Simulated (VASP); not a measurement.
# Ta2N (C2/m) in VASP: a series of runs

Runs on Ta2N. Level: PBE. Tasks: single point.

Everything below comes from runs of VASP 6.6.1. Logs are shortened: lines on timing, memory, paths and dates and some standing lists are left out, and cuts for length are marked.

**1. The cell of the first run**

It takes space group C2/m (No. 12, monoclinic). The conventional cell has a = 5.371 Å, b = 3.101 Å, c = 4.882 Å, α = 90.00°, β = 90.00°, γ = 90.00°. Within 2.8 Å of Ta (site symmetry m) lie 3 N at 2.14 to 2.26 Å. Within 2.8 Å of N (site symmetry 2/m) lie 6 Ta at 2.14 to 2.26 Å.

**2. Single point, PBE (mode 4 (98.3 1/cm) frozen in, largest displacement +0.100 Å)**

INCAR reads:

```
  PREC = Accurate
  ENCUT = 520
  EDIFF = 1E-6
  ISMEAR = 0
  SIGMA = 0.15
  LREAL = F
  LASPH = T
  NELM = 60
  ALGO = Normal
  ISIF = 2
  LWAVE = F
  LCHARG = F
  GGA = PE
  NBANDS = 20
```

KPOINTS reads:

```
Automatic mesh
0
Gamma
  18 18 10
```

POSCAR reads:

```
Ta2N
1.0
    3.1011400556      0.0000000000      0.0000000000
   -1.5505700278      2.6856660688      0.0000000000
    0.0000000000      0.0000000000      4.8818900623
Ta N
2 1
Direct
    0.6480493112      0.2960986223      0.7449050322
    0.3519506888      0.7039013777      0.2550949678
    0.0000000000      0.0000000000      0.0000000000
```

Potentials or basis: VASP PAW PBE potentials, release 64 (Ta_pv, N).

On the command line:

```
> cat potpaw_PBE.64/Ta_pv/POTCAR potpaw_PBE.64/N/POTCAR > POTCAR
> mpirun -np 1 vasp_std > vasp.out
```

OUTCAR:

```text
PREC = Accurate
   ENCUT = 520
   EDIFF = 1E-6
   ISMEAR = 0
   LREAL = F
   LASPH = T
   NELM = 60
   ISIF = 2
   GGA = PE

 ion  position               nearest neighbor table
   1  0.648  0.296  0.745-   3 2.14   3 2.14   3 2.26   2 2.87   2 2.96   2 3.05   2 3.05   2 3.13
                             2 3.13
   2  0.352  0.704  0.255-   3 2.14   3 2.14   3 2.26   1 2.87   1 2.96   1 3.05   1 3.05   1 3.13
                             1 3.13
   3  0.000  0.000  0.000-   1 2.14   2 2.14   1 2.14   2 2.14   1 2.26   2 2.26

  LATTYP: Found a hexagonal cell.
 ALAT       =     3.1011400556
 C/A-ratio  =     1.5742243094

  Lattice vectors:

 A1 = (   3.1011400556,   0.0000000000,   0.0000000000)
 A2 = (  -1.5505700278,   2.6856660688,   0.0000000000)
 A3 = (   0.0000000000,   0.0000000000,   4.8818900623)

Analysis of symmetry for initial positions (statically):
=====================================================================
 Subroutine PRICEL returns:
 Original cell was already a primitive cell.

 Routine SETGRP: Setting up the symmetry group for a
 hexagonal supercell.

 Subroutine GETGRP returns: Found  4 space group operations
 (whereof  4 operations were pure point group operations)
 out of a pool of 24 trial point group operations.

The static configuration has the point symmetry C_2h.

Analysis of symmetry for dynamics (positions and initial velocities):
=====================================================================
 Subroutine PRICEL returns:
 Original cell was already a primitive cell.

 Routine SETGRP: Setting up the symmetry group for a
 hexagonal supercell.

 Subroutine GETGRP returns: Found  4 space group operations
 (whereof  4 operations were pure point group operations)
 out of a pool of 24 trial point group operations.

The dynamic configuration has the point symmetry C_2h.

 Subroutine INISYM returns: Found  4 space group operations
 (whereof  4 operations are pure point group operations),
 and found     1 'primitive' translations

----------------------------------------------------------------------------------------

                                     Primitive cell

  volume of cell :      40.6594

  direct lattice vectors                    reciprocal lattice vectors
     3.101140056  0.000000000  0.000000000     0.322462057  0.186173555  0.000000000
[... 79 lines left out ...]
   PREC   = accura    normal or accurate (medium, high low for compatibility)
   ISTART =      0    job   : 0-new  1-cont  2-samecut
   ICHARG =      2    charge: 1-file 2-atom 10-const
   ISPIN  =      1    spin polarized calculation?
   LNONCOLLINEAR =      F non collinear calculations
   LSORBIT =      F    spin-orbit coupling
   LASPH  =      T    aspherical Exc in radial PAW
   ENCUT  =  520.0 eV  38.22 Ry    6.18 a.u.   5.77  5.77  9.08*2*pi/ulx,y,z
   NELM   =     60;   NELMIN=  2; NELMDL= -5     # of ELM steps
   EDIFF  = 0.1E-05   stopping-criterion for ELM
   LREAL  =      F    real-space projection
   EDIFFG = 0.1E-04   stopping-criterion for IOM
   NSW    =      0    number of steps for IOM
   IBRION =     -1    ionic relax: 0-MD 1-quasi-New 2-CG
   NFREE  =      0    steps in history (QN), initial steepest desc. (CG)
   ISIF   =      2    stress and relaxation
   ISYM   =      2    0-nonsym 1-usesym 2-fastsym
   POTIM  = 0.5000    time-step for ionic-motion
   TEBEG  =    0.0;   TEEND  =   0.0 temperature during run
   PSTRESS=    0.0 pullay stress
   NELECT =      27.0000    total number of electrons
   NUPDOWN=      -1.0000    fix difference up-down
   EMIN   =  10.00;   EMAX   =-10.00  energy-range for DOS
   EFERMI =   0.00;   METHOD = LEGACY
   ISMEAR =     0;   SIGMA  =   0.15  broadening in eV -4-tet -1-fermi 0-gaus
   EFERMI_NEDOS =   21; number of points for ismear=-14 and -15
   IALGO  =     38    algorithm
   IMIX   =      4    mixing-type and parameters
     AMIX     =   0.40;   BMIX     =  1.00
     AMIX_MAG =   1.60;   BMIX_MAG =  1.00
  volume/ion in A,a.u.               =      13.55        91.46
  Fermi-wavevector in a.u.,A,eV,Ry     =   1.428266  2.699030 27.755102  2.039942
  Thomas-Fermi vector in A             =   2.548346
   LORBIT       =      0    0 simple, 1 ext, 2 COOP (PROOUT), +10 PAW based schemes
   GGA     = PE    functional components
   LHFCALC =     F    Hartree Fock is set to
   AEXX    =    0.0000 exact exchange contribution
   IVDW    =     0    specifies the selected vdW correction
   LEPSILON=     F    determine dielectric tensor
   LRPA    =     F    only Hartree local field effects (RPA)
 non-spin polarized calculation
 Gauss-broadening in eV      SIGMA  =   0.15
  energy-cutoff  :      520.00
  volume of cell :       40.66
 maximum number of plane-waves:      1112
   NGX = 11   NGY = 11   NGZ = 19

 number of electron      26.9999998 magnetization

 Free energy of the ion-electron system (eV)
  ---------------------------------------------------
  ext. energy  EPLUGINS =         0.00000000
  ---------------------------------------------------
  free energy    TOTEN  =       -34.32705498 eV

  energy without entropy =      -34.31348012  energy(sigma->0) =      -34.32026755

 E-fermi :   7.4808     XC(G=0): -12.8689

 val. band max:        7.4807101550   @ k =   0.2778   0.3889   0.4000
 cond. band min:       7.4809808171   @ k =   0.1667  -0.4444   0.4000
 fundamental gap:      0.0002706622
 Fermi energy:         7.4808304223

 k-point     1 :       0.0000    0.0000    0.0000
  band No.  band energies     occupation
      1     -28.1862      2.00000
      2     -27.4641      2.00000
      3     -27.4101      2.00000
      4     -27.3566      2.00000
      5     -27.2859      2.00000
      6     -27.1893      2.00000
[... 541 lines left out ...]
     19      10.8765      0.00000
     20      12.5620      0.00000

 [... further k-points ...]
[... 5 lines left out ...]
  --------------------------------------------------------------------------------------
  -------------------------------------------------------------------------------------
  Total        0.4033178      0.4263445      0.5968309      0.0000000     -0.6375160      0.0000000
  in kB       15.8926583     16.8000214     23.5180062      0.0000000    -25.1211952      0.0000000
  external PRESSURE =      18.7368953 kB  Pullay stress =       0.0000000 kB

 VOLUME and BASIS-vectors are now :
 -----------------------------------------------------------------------------
  energy-cutoff  :      520.00
  volume of cell :       40.66
      direct lattice vectors                 reciprocal lattice vectors
     3.101140056  0.000000000  0.000000000     0.322462057  0.186173555  0.000000000
    -1.550570028  2.685666069  0.000000000     0.000000000  0.372347110  0.000000000
     0.000000000  0.000000000  4.881890062     0.000000000  0.000000000  0.204838697

 POSITION                                       TOTAL-FORCE (eV/Angst)
 -----------------------------------------------------------------------------------
      1.55057      0.79522      3.63654        -0.000000      0.657039     -0.175146
     -0.00000      1.89044      1.24535         0.000000     -0.657039      0.175146
      0.00000      0.00000      0.00000        -0.000000      0.000000      0.000000
 -----------------------------------------------------------------------------------
    total drift:                               -0.000000      0.000000      0.000000

  FREE ENERGIE OF THE ION-ELECTRON SYSTEM (eV)
  ---------------------------------------------------
  free  energy   TOTEN  =       -34.3270549753 eV

  energy  without entropy=      -34.3134801159  energy(sigma->0) =      -34.32026755
```

OSZICAR:

```text
N       E                     dE             d eps       ncg     rms          rms(c)
DAV:   1     0.213941631472E+03    0.21394E+03   -0.15044E+04 34648   0.139E+03
DAV:   2    -0.280309698561E+02   -0.24197E+03   -0.23564E+03 39168   0.397E+02
DAV:   3    -0.374870160421E+02   -0.94560E+01   -0.92706E+01 43660   0.710E+01
DAV:   4    -0.376182139306E+02   -0.13120E+00   -0.12994E+00 42572   0.788E+00
DAV:   5    -0.376196966834E+02   -0.14828E-02   -0.14817E-02 43084   0.688E-01    0.267E+01
DAV:   6    -0.346975571007E+02    0.29221E+01   -0.16393E+01 44888   0.252E+01    0.125E+01
DAV:   7    -0.343864307116E+02    0.31113E+00   -0.17259E+00 39764   0.843E+00    0.685E+00
DAV:   8    -0.343318615332E+02    0.54569E-01   -0.28487E-01 40436   0.410E+00    0.444E-01
DAV:   9    -0.343274738995E+02    0.43876E-02   -0.31237E-02 43620   0.110E+00    0.258E-01
DAV:  10    -0.343271954855E+02    0.27841E-03   -0.52605E-03 43972   0.562E-01    0.789E-02
DAV:  11    -0.343270713474E+02    0.12414E-03   -0.11857E-03 40736   0.205E-01    0.341E-02
DAV:  12    -0.343270552741E+02    0.16073E-04   -0.10678E-04 39944   0.714E-02    0.691E-03
DAV:  13    -0.343270555065E+02   -0.23234E-06   -0.11478E-05 42352   0.207E-02    0.381E-03
DAV:  14    -0.343270549753E+02    0.53121E-06   -0.13810E-06 24340   0.858E-03
   1 F= -.34327055E+02 E0= -.34320268E+02  d E =-.135749E-01
```

Wall time 11 min (1 thread of Oxide Virtual Turin-like, shared host); peak memory 0.63 GiB.

Results:

| Quantity | Value |
| --- | --- |
| Free energy | -34.3271 eV |
| Pressure | 1.9 GPa |
| Largest force | 0.680 eV/Å |

Forces in eV/Å, atoms in the order of the input:
```
Ta   0.000  0.657 -0.175
Ta   0.000 -0.657  0.175
N    0.000  0.000  0.000
```

Caveat: the cell differs from its parent crystal (mode 4 (98.3 1/cm) frozen in, largest displacement +0.100 Å); spin-orbit coupling is left out, which moves the levels of the heavy elements.

**3. Single point, PBE (mode 4 (98.3 1/cm) frozen in, largest displacement -0.050 Å)**

INCAR reads:

```
PREC = Accurate
ENCUT = 520
EDIFF = 1E-6
ISMEAR = 0
SIGMA = 0.15
LREAL = F
LASPH = T
NELM = 80
ALGO = Normal
ISIF = 2
LWAVE = F
LCHARG = F
GGA = PE
NBANDS = 20
```

KPOINTS reads:

```
regular mesh
0
Gamma
  18 18 10
```

POSCAR reads:

```
Ta2N
1.0
    3.1011400556      0.0000000000      0.0000000000
   -1.5505700278      2.6856660688      0.0000000000
    0.0000000000      0.0000000000      4.8818900623
Ta N
2 1
Direct
    0.6759753444      0.3519506888      0.7449050322
    0.3240246556      0.6480493112      0.2550949678
    0.0000000000      0.0000000000      0.0000000000
```

Potentials or basis: VASP PAW PBE potentials, release 64 (Ta_pv, N).

On the command line:

```
> cat potpaw_PBE.64/Ta_pv/POTCAR potpaw_PBE.64/N/POTCAR > POTCAR
> mpirun -np 1 vasp_std > vasp.out
```

Run time: 13 min. Hardware: 1 thread of Oxide Virtual Turin-like, shared host; peak memory 0.64 GiB.

Results (log left out):

* Free energy: -34.3742 eV
* Pressure: 0.8 GPa
* Largest force: 0.342 eV/Å

Forces on the atoms (eV/Å):
```
Ta   0.000 -0.337 -0.060
Ta   0.000  0.337  0.060
N    0.000  0.000  0.000
```

Stress tensor (GPa, compression positive):
```
0.18 0.00 0.00
0.00 1.40 2.08
0.00 2.08 0.84
```

Levels at points of the mesh, in eV from the Fermi level:
| k point | band 12 | band 13 | band 14 | band 15 | band 16 | band 17 |
| --- | --- | --- | --- | --- | --- | --- |
| (0.00, 0.00, 0.00) | -0.85 | -0.17 | -0.13 | 0.11 | 0.22 | 0.60 |
| (0.50, 0.00, 0.00) | -2.58 | -1.42 | 1.64 | 2.15 | 3.70 | 3.70 |
| (0.00, 0.50, 0.00) | -2.65 | -1.25 | 1.53 | 1.86 | 3.87 | 4.00 |
| (0.00, 0.00, 0.50) | -2.67 | -1.12 | -1.03 | 1.71 | 1.85 | 2.19 |
| (0.50, 0.00, 0.50) | -2.20 | -2.12 | -0.17 | 0.79 | 3.37 | 3.70 |
| (0.00, 0.50, 0.50) | -2.22 | -1.91 | -0.56 | 0.73 | 3.35 | 3.46 |

Caveat: the cell differs from its parent crystal (mode 4 (98.3 1/cm) frozen in, largest displacement -0.050 Å); spin-orbit coupling is left out, which moves the levels of the heavy elements.
